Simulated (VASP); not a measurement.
# Cu12N in VASP: single point with PBE

Aim: the single point of Cu12N with PBE.

Program: VASP 6.6.1. These are calculated values, not measurements. Logs are shortened: lines on timing, memory, paths and dates and some standing lists are left out, and cuts for length are marked.

## (1) The cell of the first run

The cell holds a slab with vacuum, 13 atoms: a = 5.132 Å, b = 5.132 Å, c = 19.028 Å, α = 90.00°, β = 90.00°, γ = 90.00°.

## (2) Single point, PBE

The input, INCAR:

```
PREC = Accurate
ENCUT = 520
EDIFF = 1E-7
ISMEAR = 0
SIGMA = 0.1
LREAL = False
LASPH = True
NELM = 80
ALGO = Normal
ISIF = 2
LWAVE = False
LCHARG = False
LDIPOL = True
IDIPOL = 3
DIPOL = 0.5 0.5 0.316
GGA = PE
NBANDS = 80
```

The input, KPOINTS:

```
regular mesh
0
Gamma
  5 5 1
```

The input, POSCAR:

```
Cu12N
1.0
    5.1319544695      0.0000000000      0.0000000000
    0.0000000000      5.1319544695      0.0000000000
    0.0000000000      0.0000000000     19.0279314499
Cu N
12 1
Direct
    0.2500000000      0.2500000000      0.2102172803
    0.2500000000      0.7500000000      0.2102172803
    0.7500000000      0.2500000000      0.2102172803
    0.7500000000      0.7500000000      0.2102172803
    0.0000000000      0.0000000000      0.3029241295
    0.0000000000      0.5000000000      0.3029241295
    0.5000000000      0.0000000000      0.3029241295
    0.5000000000      0.5000000000      0.3029241295
    0.2500000000      0.2500000000      0.3956253190
    0.2500000000      0.7500000000      0.3956253190
    0.7500000000      0.2500000000      0.3956253190
    0.7500000000      0.7500000000      0.3956253190
    0.3333333333      0.4166666667      0.4679238963
```

Potentials or basis: VASP PAW PBE potentials, release 64 (Cu, N).

Run with:

```console
cat potpaw_PBE.64/Cu/POTCAR potpaw_PBE.64/N/POTCAR > POTCAR
mpirun -np 1 vasp_std > vasp.out
```

OUTCAR:

```text
PREC = Accurate
   ENCUT = 520
   EDIFF = 1E-7
   ISMEAR = 0
   LREAL = False
   LASPH = True
   NELM = 80
   ISIF = 2
   GGA = PE

 ion  position               nearest neighbor table
   1  0.250  0.250  0.210-   5 2.53   6 2.53   7 2.53   8 2.53   2 2.57   3 2.57   2 2.57   3 2.57

   2  0.250  0.750  0.210-   5 2.53   6 2.53   7 2.53   8 2.53   1 2.57   4 2.57   1 2.57   4 2.57

   3  0.750  0.250  0.210-   5 2.53   6 2.53   7 2.53   8 2.53   1 2.57   4 2.57   4 2.57   1 2.57
[... 4 lines left out ...]
                             6 2.57   7 2.57   6 2.57   7 2.57
   6  0.000  0.500  0.303-   9 2.53  10 2.53  11 2.53  12 2.53   1 2.53   2 2.53   3 2.53   4 2.53
                             5 2.57   8 2.57   5 2.57   8 2.57
   7  0.500  0.000  0.303-   9 2.53  10 2.53  11 2.53  12 2.53   1 2.53   2 2.53   3 2.53   4 2.53
                             5 2.57   8 2.57   8 2.57   5 2.57
   8  0.500  0.500  0.303-   9 2.53  10 2.53  11 2.53  12 2.53   1 2.53   2 2.53   3 2.53   4 2.53
                             6 2.57   7 2.57   7 2.57   6 2.57
   9  0.250  0.250  0.396-  13 1.68   6 2.53   7 2.53   8 2.53   5 2.53  11 2.57  10 2.57  10 2.57
                            11 2.57
  10  0.250  0.750  0.396-  13 2.24   6 2.53   7 2.53   8 2.53   5 2.53  12 2.57   9 2.57   9 2.57
                            12 2.57
  11  0.750  0.250  0.396-   5 2.53   6 2.53   7 2.53   8 2.53   9 2.57  12 2.57  12 2.57   9 2.57

  12  0.750  0.750  0.396-   5 2.53   6 2.53   7 2.53   8 2.53  10 2.57  11 2.57  11 2.57  10 2.57

  13  0.333  0.417  0.468-   9 1.68  10 2.24

  LATTYP: Found a simple tetragonal cell.
 ALAT       =     5.1319544695
 C/A-ratio  =     3.7077358272

  Lattice vectors:

 A1 = (   5.1319544695,   0.0000000000,   0.0000000000)
 A2 = (   0.0000000000,   5.1319544695,   0.0000000000)
 A3 = (   0.0000000000,   0.0000000000,  19.0279314499)

Analysis of symmetry for initial positions (statically):
=====================================================================
 Subroutine PRICEL returns:
 Original cell was already a primitive cell.

 Routine SETGRP: Setting up the symmetry group for a
 simple tetragonal supercell.

 Subroutine GETGRP returns: Found  1 space group operations
 (whereof  1 operations were pure point group operations)
 out of a pool of 16 trial point group operations.

The static configuration has the point symmetry C_1 .

Analysis of symmetry for dynamics (positions and initial velocities):
=====================================================================
 Subroutine PRICEL returns:
 Original cell was already a primitive cell.

 Routine SETGRP: Setting up the symmetry group for a
 simple tetragonal supercell.

 Subroutine GETGRP returns: Found  1 space group operations
 (whereof  1 operations were pure point group operations)
 out of a pool of 16 trial point group operations.

The dynamic configuration has the point symmetry C_1 .

 Subroutine INISYM returns: Found  1 space group operations
 (whereof  1 operations are pure point group operations),
 and found     1 'primitive' translations

----------------------------------------------------------------------------------------

                                     Primitive cell

  volume of cell :     501.1378

  direct lattice vectors                    reciprocal lattice vectors
     5.131954470  0.000000000  0.000000000     0.194857535  0.000000000  0.000000000
     0.000000000  5.131954470  0.000000000     0.000000000  0.194857535  0.000000000
     0.000000000  0.000000000 19.027931450     0.000000000  0.000000000  0.052554320

  length of vectors
     5.131954470  5.131954470 19.027931450     0.194857535  0.194857535  0.052554320

  position of ions in fractional coordinates (direct lattice)
     0.250000000  0.250000000  0.210217280
     0.250000000  0.750000000  0.210217280
     0.750000000  0.250000000  0.210217280
     0.750000000  0.750000000  0.210217280
     0.000000000  0.000000000  0.302924129
     0.000000000  0.500000000  0.302924129
     0.500000000  0.000000000  0.302924129
     0.500000000  0.500000000  0.302924129
     0.250000000  0.250000000  0.395625319
     0.250000000  0.750000000  0.395625319
     0.750000000  0.250000000  0.395625319
     0.750000000  0.750000000  0.395625319
     0.333333333  0.416666667  0.467923896

  ion indices of the primitive-cell ions
   primitive index   ion index
                 1           1
                 2           2
                 3           3
[... 40 lines left out ...]
  0.200000  0.000000  0.000000      2.000000
  0.000000  0.200000  0.000000      2.000000
  0.400000  0.000000  0.000000      2.000000
  0.000000  0.400000  0.000000      2.000000
  0.200000  0.200000  0.000000      2.000000
 -0.200000  0.200000  0.000000      2.000000
  0.400000  0.200000  0.000000      2.000000
 -0.200000  0.400000  0.000000      2.000000
 -0.400000  0.200000  0.000000      2.000000
  0.200000  0.400000  0.000000      2.000000
  0.400000  0.400000  0.000000      2.000000
 -0.400000  0.400000  0.000000      2.000000
   k-points           NKPTS =     13   k-points in BZ     NKDIM =     13   number of bands    NBANDS=     80
   number of dos      NEDOS =    301   number of ions     NIONS =     13
   total plane-waves  NPLWV = 230400
   dimension x,y,z NGX =    40 NGY =   40 NGZ =  144
   dimension x,y,z NGXF=    80 NGYF=   80 NGZF=  288
   ions per type =              12   1
   NGX,Y,Z   is equivalent  to a cutoff of  12.96, 12.96, 12.58 a.u.
   NGXF,Y,Z  is equivalent  to a cutoff of  25.92, 25.92, 25.16 a.u.
 SYSTEM =  unknown system
   PREC   = accura    normal or accurate (medium, high low for compatibility)
   ISTART =      0    job   : 0-new  1-cont  2-samecut
   ICHARG =      2    charge: 1-file 2-atom 10-const
   ISPIN  =      1    spin polarized calculation?
   LNONCOLLINEAR =      F non collinear calculations
   LSORBIT =      F    spin-orbit coupling
   LASPH  =      T    aspherical Exc in radial PAW
   ENCUT  =  520.0 eV  38.22 Ry    6.18 a.u.   9.54  9.54 35.38*2*pi/ulx,y,z
   NELM   =     80;   NELMIN=  2; NELMDL= -5     # of ELM steps
   EDIFF  = 0.1E-06   stopping-criterion for ELM
   LREAL  =      F    real-space projection
   EDIFFG = 0.1E-05   stopping-criterion for IOM
   NSW    =      0    number of steps for IOM
   IBRION =     -1    ionic relax: 0-MD 1-quasi-New 2-CG
   NFREE  =      0    steps in history (QN), initial steepest desc. (CG)
   ISIF   =      2    stress and relaxation
   ISYM   =      2    0-nonsym 1-usesym 2-fastsym
   POTIM  = 0.5000    time-step for ionic-motion
   TEBEG  =    0.0;   TEEND  =   0.0 temperature during run
   PSTRESS=    0.0 pullay stress
   NELECT =     137.0000    total number of electrons
   NUPDOWN=      -1.0000    fix difference up-down
   EMIN   =  10.00;   EMAX   =-10.00  energy-range for DOS
   EFERMI =   0.00;   METHOD = LEGACY
   ISMEAR =     0;   SIGMA  =   0.10  broadening in eV -4-tet -1-fermi 0-gaus
   EFERMI_NEDOS =   21; number of points for ismear=-14 and -15
   IALGO  =     38    algorithm
   IMIX   =      4    mixing-type and parameters
     AMIX     =   0.40;   BMIX     =  1.00
     AMIX_MAG =   1.60;   BMIX_MAG =  1.00
  volume/ion in A,a.u.               =      38.55       260.14
  Fermi-wavevector in a.u.,A,eV,Ry     =   1.062501  2.007836 15.359727  1.128908
  Thomas-Fermi vector in A             =   2.197954
   LORBIT       =      0    0 simple, 1 ext, 2 COOP (PROOUT), +10 PAW based schemes
   GGA     = PE    functional components
   LHFCALC =     F    Hartree Fock is set to
   AEXX    =    0.0000 exact exchange contribution
   IVDW    =     0    specifies the selected vdW correction
   LEPSILON=     F    determine dielectric tensor
   LRPA    =     F    only Hartree local field effects (RPA)
 non-spin polarized calculation
 Gauss-broadening in eV      SIGMA  =   0.10
  energy-cutoff  :      520.00
  volume of cell :      501.14
 maximum number of plane-waves:     13595
 NGX is ok and might be reduce to    40
   NGX = 19   NGY = 19   NGZ = 71

 dipolmoment           0.000000      0.000000     -0.273886 electrons x Angstroem

 number of electron     136.9999785 magnetization

 dipolmoment           0.000000      0.000000      0.223042 electrons x Angstroem

 Free energy of the ion-electron system (eV)
  ---------------------------------------------------
  ext. energy  EPLUGINS =         0.00000000
  ---------------------------------------------------
  free energy    TOTEN  =       -45.47694052 eV

  energy without entropy =      -45.45379744  energy(sigma->0) =      -45.46536898

 E-fermi :  -1.3921     XC(G=0):  -4.7554

 val. band max:       -1.4449337164   @ k =   0.4000   0.0000   0.0000
 cond. band min:      -1.3378266042   @ k =   0.2000   0.0000   0.0000
 fundamental gap:      0.1071071122
 Fermi energy:        -1.3920576219

 k-point     1 :       0.0000    0.0000    0.0000
  band No.  band energies     occupation
      1     -14.8030      2.00000
      2      -9.7426      2.00000
      3      -7.1831      2.00000
      4      -6.4151      2.00000
      5      -6.4070      2.00000
      6      -6.3037      2.00000
[... 1068 lines left out ...]
     79       4.2655      0.00000
     80       4.4184      0.00000

------------------------ aborting loop because EDIFF is reached ----------------------------------------

 vacuum level on the upper side and lower side of the slab       (xc-potential included)         0.684        -0.754

  FORCE on cell =-STRESS in cart. coord.  units (eV):
  Direction    XX          YY          ZZ          XY          YZ          ZX
  --------------------------------------------------------------------------------------
  -------------------------------------------------------------------------------------
  Total       -4.0963823     -2.9806369      1.4385224      0.8655205      2.9353015      1.1726429
  in kB      -13.0964593     -9.5293327      4.5990703      2.7671378      9.3843917      3.7490323
  external PRESSURE =      -6.0089072 kB  Pullay stress =       0.0000000 kB

 VOLUME and BASIS-vectors are now :
 -----------------------------------------------------------------------------
  energy-cutoff  :      520.00
  volume of cell :      501.14
      direct lattice vectors                 reciprocal lattice vectors
     5.131954470  0.000000000  0.000000000     0.194857535  0.000000000  0.000000000
     0.000000000  5.131954470  0.000000000     0.000000000  0.194857535  0.000000000
     0.000000000  0.000000000 19.027931450     0.000000000  0.000000000  0.052554320

 POSITION                                       TOTAL-FORCE (eV/Angst)
 -----------------------------------------------------------------------------------
      1.28299      1.28299      4.00000        -0.023971     -0.012999     -0.000961
      1.28299      3.84897      4.00000        -0.039400      0.008569     -0.016859
      3.84897      1.28299      4.00000         0.020096     -0.056071      0.011690
      3.84897      3.84897      4.00000         0.037419      0.052752     -0.005041
      0.00000      0.00000      5.76402        -0.015558     -0.020639     -0.099552
      0.00000      2.56598      5.76402        -0.042373      0.018779     -0.183511
      2.56598      0.00000      5.76402         0.014507     -0.010716     -0.128128
      2.56598      2.56598      5.76402         0.074554      0.033392     -0.347369
      1.28299      1.28299      7.52793        -0.751574     -1.513808     -1.020935
      1.28299      3.84897      7.52793         0.142750     -0.669006      1.098039
      3.84897      1.28299      7.52793        -0.231205      0.054738      0.449202
      3.84897      3.84897      7.52793        -0.062866     -0.025404      0.135523
      1.71065      2.13831      8.90362         0.877620      2.140412      0.107903
 -----------------------------------------------------------------------------------
    total drift:                               -0.000036     -0.000078      0.001119

  FREE ENERGIE OF THE ION-ELECTRON SYSTEM (eV)
  ---------------------------------------------------
  free  energy   TOTEN  =       -45.4769405229 eV

  energy  without entropy=      -45.4537974408  energy(sigma->0) =      -45.46536898

 vacuum level on the upper side and lower side of the slab         4.596         3.061
```

Wall time 19 min (1 thread of Intel Xeon Platinum 8488C (Sapphire Rapids), shared host); peak memory 0.7 GiB.

Results:

```yaml
Free_energy: -45.4769 eV
Largest_force: 2.316 eV/Å
Band_gap_on_the_k_mesh: zero (an odd number of electrons rules out a gap without spin polarisation)
```

Forces in eV/Å, atoms in the order of the input:
```
Cu  -0.024 -0.013 -0.001
Cu  -0.039  0.009 -0.017
Cu   0.020 -0.056  0.012
Cu   0.037  0.053 -0.005
Cu  -0.016 -0.021 -0.100
Cu  -0.042  0.019 -0.184
Cu   0.015 -0.011 -0.128
Cu   0.075  0.033 -0.347
Cu  -0.752 -1.514 -1.021
Cu   0.143 -0.669  1.098
Cu  -0.231  0.055  0.449
Cu  -0.063 -0.025  0.136
N    0.878  2.140  0.108
```

Levels at points of the mesh, in eV from the Fermi level:
```csv
k point,band 65,band 66,band 67,band 68,band 69,band 70,band 71,band 72,band 73,band 74
"(0.00, 0.00, 0.00)",-0.97,-0.63,-0.31,-0.28,-0.12,-0.09,-0.08,0.80,1.45,2.14
```

With open d or f shells a metallic result of PBE can be an artefact of self-interaction; +U or a hybrid may open a gap.
